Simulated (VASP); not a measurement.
# Ge (P6_3/mmc) in VASP: further runs

Ge is run at these levels: PBEsol; tasks: single point.

Program: VASP 6.6.1. These are calculated values, not measurements. Logs are shortened: lines on timing, memory, paths and dates and some standing lists are left out, and cuts for length are marked.

**1. The cell of the first run**

The structure is hexagonal, space group P6_3/mmc (No. 194). Conventional cell: a = 3.998 Å, b = 3.998 Å, c = 6.599 Å, α = 90.00°, β = 90.00°, γ = 120.00°. Ge (site symmetry 3m) has 4 Ge at 2.45 to 2.47 Å within 3.2 Å.

**2. Single point, PBEsol**

INCAR

```
  PREC = Accurate
  ENCUT = 520
  EDIFF = 1E-6
  ISMEAR = 0
  SIGMA = 0.1
  LREAL = F
  LASPH = T
  NELM = 100
  ALGO = Normal
  ISIF = 2
  LWAVE = F
  LCHARG = F
  GGA = PS
  NBANDS = 36
```

KPOINTS

```
Automatic mesh
0
Gamma
  6 6 4
```

POSCAR

```
Ge
1.0
    3.9975858431      0.0000000000      0.0000000000
   -1.9987929216      3.4620108940      0.0000000000
    0.0000000000      0.0000000000      6.5993779500
Ge
4
Direct
    0.6666666700      0.3333333300      0.0629012500
    0.3333333300      0.6666666700      0.5629012500
    0.6666666700      0.3333333300      0.4370987500
    0.3333333300      0.6666666700      0.9370987500
```

Potentials or basis: VASP PAW PBE potentials, release 64 (Ge_d).

Launch:

```
$ cat potpaw_PBE.64/Ge_d/POTCAR > POTCAR
$ mpirun -np 1 vasp_std > vasp.out
```

OUTCAR:

```text
PREC = Accurate
   ENCUT = 520
   EDIFF = 1E-6
   ISMEAR = 0
   LREAL = F
   LASPH = T
   NELM = 100
   ISIF = 2
   GGA = PS

 ion  position               nearest neighbor table
   1  0.667  0.333  0.063-   4 2.45   4 2.45   4 2.45   3 2.47
   2  0.333  0.667  0.563-   3 2.45   3 2.45   3 2.45   4 2.47
   3  0.667  0.333  0.437-   2 2.45   2 2.45   2 2.45   1 2.47
   4  0.333  0.667  0.937-   1 2.45   1 2.45   1 2.45   2 2.47

  LATTYP: Found a hexagonal cell.
 ALAT       =     3.9975858431
 C/A-ratio  =     1.6508408347

  Lattice vectors:

 A1 = (   3.9975858431,   0.0000000000,   0.0000000000)
 A2 = (  -1.9987929216,   3.4620108940,   0.0000000000)
 A3 = (   0.0000000000,   0.0000000000,   6.5993779500)

Analysis of symmetry for initial positions (statically):
=====================================================================
 Subroutine PRICEL returns:
 Original cell was already a primitive cell.

 Routine SETGRP: Setting up the symmetry group for a
 hexagonal supercell.

 Subroutine GETGRP returns: Found 24 space group operations
 (whereof 12 operations were pure point group operations)
 out of a pool of 24 trial point group operations.

The static configuration has the point symmetry D_3d.
 The point group associated with its full space group is D_6h.

Analysis of symmetry for dynamics (positions and initial velocities):
=====================================================================
 Subroutine PRICEL returns:
 Original cell was already a primitive cell.

 Routine SETGRP: Setting up the symmetry group for a
 hexagonal supercell.

 Subroutine GETGRP returns: Found 24 space group operations
 (whereof 12 operations were pure point group operations)
 out of a pool of 24 trial point group operations.

The dynamic configuration has the point symmetry D_3d.
 The point group associated with its full space group is D_6h.

 Subroutine INISYM returns: Found 24 space group operations
 (whereof 12 operations are pure point group operations),
 and found     1 'primitive' translations

----------------------------------------------------------------------------------------

                                     Primitive cell

  volume of cell :      91.3333

  direct lattice vectors                    reciprocal lattice vectors
     3.997585843  0.000000000  0.000000000     0.250150976  0.144424733  0.000000000
    -1.998792922  3.462010894  0.000000000     0.000000000  0.288849467  0.000000000
     0.000000000  0.000000000  6.599377950     0.000000000  0.000000000  0.151529433

  length of vectors
     3.997585843  3.997585843  6.599377950     0.288849467  0.288849467  0.151529433

  position of ions in fractional coordinates (direct lattice)
     0.666666670  0.333333330  0.062901250
     0.333333330  0.666666670  0.562901250
     0.666666670  0.333333330  0.437098750
     0.333333330  0.666666670  0.937098750

  ion indices of the primitive-cell ions
   primitive index   ion index
                 1           1
                 2           2
                 3           3
                 4           4

----------------------------------------------------------------------------------------

 KPOINTS: Automatic mesh

Automatic generation of k-mesh.
 Grid dimensions read from file:
 generate k-points for:    6    6    4

 Generating k-lattice:

  Cartesian coordinates                     Fractional coordinates (reciprocal lattice)
     0.041691829  0.024070789  0.000000000     0.166666667  0.000000000  0.000000000
     0.000000000  0.048141578  0.000000000     0.000000000  0.166666667  0.000000000
     0.000000000  0.000000000  0.037882358     0.000000000  0.000000000  0.250000000

  Length of vectors
     0.048141578  0.048141578  0.037882358

  Shift w.r.t. Gamma in fractional coordinates (k-lattice)
     0.000000000  0.000000000  0.000000000

 Subroutine IBZKPT returns following result:
 ===========================================

 Found     21 irreducible k-points:

 Following reciprocal coordinates:
            Coordinates               Weight
  0.000000  0.000000  0.000000      1.000000
  0.166667 -0.000000  0.000000      6.000000
  0.333333  0.000000  0.000000      6.000000
  0.500000 -0.000000  0.000000      3.000000
  0.166667  0.166667  0.000000      6.000000
  0.333333  0.166667  0.000000     12.000000
[... 13 lines left out ...]
  0.333333  0.166667  0.500000     12.000000
  0.333333  0.333333  0.500000      2.000000
   k-points           NKPTS =     21   k-points in BZ     NKDIM =     21   number of bands    NBANDS=     36
   number of dos      NEDOS =    301   number of ions     NIONS =      4
   total plane-waves  NPLWV =  45000
   dimension x,y,z NGX =    30 NGY =   30 NGZ =   50
   dimension x,y,z NGXF=    60 NGYF=   60 NGZF=  100
   ions per type =               4
   NGX,Y,Z   is equivalent  to a cutoff of  12.48, 12.48, 12.60 a.u.
   NGXF,Y,Z  is equivalent  to a cutoff of  24.95, 24.95, 25.19 a.u.
 SYSTEM =  unknown system
   PREC   = accura    normal or accurate (medium, high low for compatibility)
   ISTART =      0    job   : 0-new  1-cont  2-samecut
   ICHARG =      2    charge: 1-file 2-atom 10-const
   ISPIN  =      1    spin polarized calculation?
   LNONCOLLINEAR =      F non collinear calculations
   LSORBIT =      F    spin-orbit coupling
   LASPH  =      T    aspherical Exc in radial PAW
   ENCUT  =  520.0 eV  38.22 Ry    6.18 a.u.   7.43  7.43 12.27*2*pi/ulx,y,z
   NELM   =    100;   NELMIN=  2; NELMDL= -5     # of ELM steps
   EDIFF  = 0.1E-05   stopping-criterion for ELM
   LREAL  =      F    real-space projection
[... 7 lines left out ...]
   TEBEG  =    0.0;   TEEND  =   0.0 temperature during run
   PSTRESS=    0.0 pullay stress
   NELECT =      56.0000    total number of electrons
   NUPDOWN=      -1.0000    fix difference up-down
   EMIN   =  10.00;   EMAX   =-10.00  energy-range for DOS
   EFERMI =   0.00;   METHOD = LEGACY
   ISMEAR =     0;   SIGMA  =   0.10  broadening in eV -4-tet -1-fermi 0-gaus
   EFERMI_NEDOS =   21; number of points for ismear=-14 and -15
   IALGO  =     38    algorithm
   IMIX   =      4    mixing-type and parameters
     AMIX     =   0.40;   BMIX     =  1.00
     AMIX_MAG =   1.60;   BMIX_MAG =  1.00
  volume/ion in A,a.u.               =      22.83       154.09
  Fermi-wavevector in a.u.,A,eV,Ry     =   1.390789  2.628209 26.317650  1.934293
  Thomas-Fermi vector in A             =   2.514690
   LORBIT       =      0    0 simple, 1 ext, 2 COOP (PROOUT), +10 PAW based schemes
   GGA     = PS    functional components
   LHFCALC =     F    Hartree Fock is set to
   AEXX    =    0.0000 exact exchange contribution
   IVDW    =     0    specifies the selected vdW correction
   LEPSILON=     F    determine dielectric tensor
   LRPA    =     F    only Hartree local field effects (RPA)
 non-spin polarized calculation
 Gauss-broadening in eV      SIGMA  =   0.10
  energy-cutoff  :      520.00
  volume of cell :       91.33
 maximum number of plane-waves:      2491
 NGX is ok and might be reduce to    30
   NGX = 15   NGY = 15   NGZ = 25

 number of electron      56.0000053 magnetization

 Free energy of the ion-electron system (eV)
  ---------------------------------------------------
  ext. energy  EPLUGINS =         0.00000000
  ---------------------------------------------------
  free energy    TOTEN  =       -19.64395142 eV

  energy without entropy =      -19.64285568  energy(sigma->0) =      -19.64340355

 E-fermi :   4.8255     XC(G=0): -10.0802

 val. band max:        4.7944792418   @ k =   0.0000   0.0000   0.0000
 cond. band min:       4.8966398842   @ k =   0.0000   0.0000   0.2500
 fundamental gap:      0.1021606424
 Fermi energy:         4.8254904409

 k-point     1 :       0.0000    0.0000    0.0000
  band No.  band energies     occupation
      1     -20.0053      2.00000
      2     -20.0053      2.00000
      3     -19.9677      2.00000
      4     -19.9668      2.00000
      5     -19.9668      2.00000
      6     -19.9547      2.00000
[... 28 lines left out ...]
     35       9.3691      0.00000
     36      10.7784      0.00000

 k-point     2 :       0.1667   -0.0000    0.0000
  band No.  band energies     occupation
      1     -20.0183      2.00000
      2     -20.0098      2.00000
      3     -19.9811      2.00000
      4     -19.9749      2.00000
      5     -19.9659      2.00000
      6     -19.9394      2.00000
[... 28 lines left out ...]
     35      10.4883      0.00000
     36      10.5428      0.00000

 k-point     3 :       0.3333    0.0000    0.0000
  band No.  band energies     occupation
      1     -20.0251      2.00000
      2     -20.0140      2.00000
      3     -19.9992      2.00000
      4     -19.9848      2.00000
      5     -19.9550      2.00000
      6     -19.9271      2.00000
[... 28 lines left out ...]
     35      11.6248      0.00000
     36      11.7900      0.00000

 k-point     4 :       0.5000   -0.0000    0.0000
  band No.  band energies     occupation
      1     -20.0197      2.00000
      2     -20.0145      2.00000
      3     -20.0118      2.00000
      4     -19.9880      2.00000
      5     -19.9417      2.00000
      6     -19.9239      2.00000
[... 28 lines left out ...]
     35      12.2685      0.00000
     36      12.7951      0.00000

 k-point     5 :       0.1667    0.1667    0.0000
  band No.  band energies     occupation
      1     -20.0234      2.00000
      2     -20.0191      2.00000
      3     -19.9926      2.00000
      4     -19.9889      2.00000
      5     -19.9520      2.00000
      6     -19.9290      2.00000
[... 538 lines left out ...]
 k-point    19 :       0.1667    0.1667    0.5000
  band No.  band energies     occupation
      1     -20.0052      2.00000
      2     -20.0052      2.00000
      3     -19.9983      2.00000
      4     -19.9983      2.00000
      5     -19.9492      2.00000
      6     -19.9492      2.00000
[... 28 lines left out ...]
     35      10.5292      0.00000
     36      10.5292      0.00000

 k-point    20 :       0.3333    0.1667    0.5000
  band No.  band energies     occupation
      1     -20.0129      2.00000
      2     -20.0129      2.00000
      3     -19.9983      2.00000
      4     -19.9983      2.00000
      5     -19.9382      2.00000
      6     -19.9382      2.00000
[... 28 lines left out ...]
     35      11.6348      0.00000
     36      11.6348      0.00000

 k-point    21 :       0.3333    0.3333    0.5000
  band No.  band energies     occupation
      1     -20.0208      2.00000
      2     -20.0208      2.00000
      3     -19.9985      2.00000
      4     -19.9985      2.00000
      5     -19.9324      2.00000
      6     -19.9324      2.00000
[... 28 lines left out ...]
     35      11.4294      0.00000
     36      11.4294      0.00000

------------------------ aborting loop because EDIFF is reached ----------------------------------------

  FORCE on cell =-STRESS in cart. coord.  units (eV):
  Direction    XX          YY          ZZ          XY          YZ          ZX
  --------------------------------------------------------------------------------------
  -------------------------------------------------------------------------------------
  Total        0.0894584      0.0894584     -0.3008779     -0.0000000     -0.0000000      0.0000000
  in kB        1.5692877      1.5692877     -5.2780271     -0.0000000     -0.0000000      0.0000000
  external PRESSURE =      -0.7131506 kB  Pullay stress =       0.0000000 kB

 VOLUME and BASIS-vectors are now :
 -----------------------------------------------------------------------------
  energy-cutoff  :      520.00
  volume of cell :       91.33
      direct lattice vectors                 reciprocal lattice vectors
     3.997585843  0.000000000  0.000000000     0.250150976  0.144424733  0.000000000
    -1.998792922  3.462010894  0.000000000     0.000000000  0.288849467  0.000000000
     0.000000000  0.000000000  6.599377950     0.000000000  0.000000000  0.151529433

 POSITION                                       TOTAL-FORCE (eV/Angst)
 -----------------------------------------------------------------------------------
      1.99879      1.15400      0.41511        -0.000000     -0.000000      0.005652
     -0.00000      2.30801      3.71480         0.000000      0.000000      0.005652
      1.99879      1.15400      2.88458        -0.000000      0.000000     -0.005652
     -0.00000      2.30801      6.18427        -0.000000      0.000000     -0.005652
 -----------------------------------------------------------------------------------
    total drift:                               -0.000014      0.000008     -0.000003

  FREE ENERGIE OF THE ION-ELECTRON SYSTEM (eV)
  ---------------------------------------------------
  free  energy   TOTEN  =       -19.6439514215 eV

  energy  without entropy=      -19.6428556809  energy(sigma->0) =      -19.64340355
```

Wall time 30 s (1 thread of AMD EPYC 9R45 (Zen 5), shared host); peak memory 0.18 GiB.

What came out:

```
Free energy            : -19.6440 eV
Pressure               : -0.1 GPa
Largest force          : 0.006 eV/Å
Band gap on the k mesh : 0.10 eV, indirect (least direct gap 0.16 eV)
```

Forces on the atoms (eV/Å):
```
Ge   0.000  0.000  0.006
Ge   0.000  0.000  0.006
Ge   0.000  0.000 -0.006
Ge   0.000  0.000 -0.006
```

Caveat: the PAW data sets were made with another functional, which shifts forces and pressure a little. A k mesh can miss the band edges.

[end of part 1 of 2]
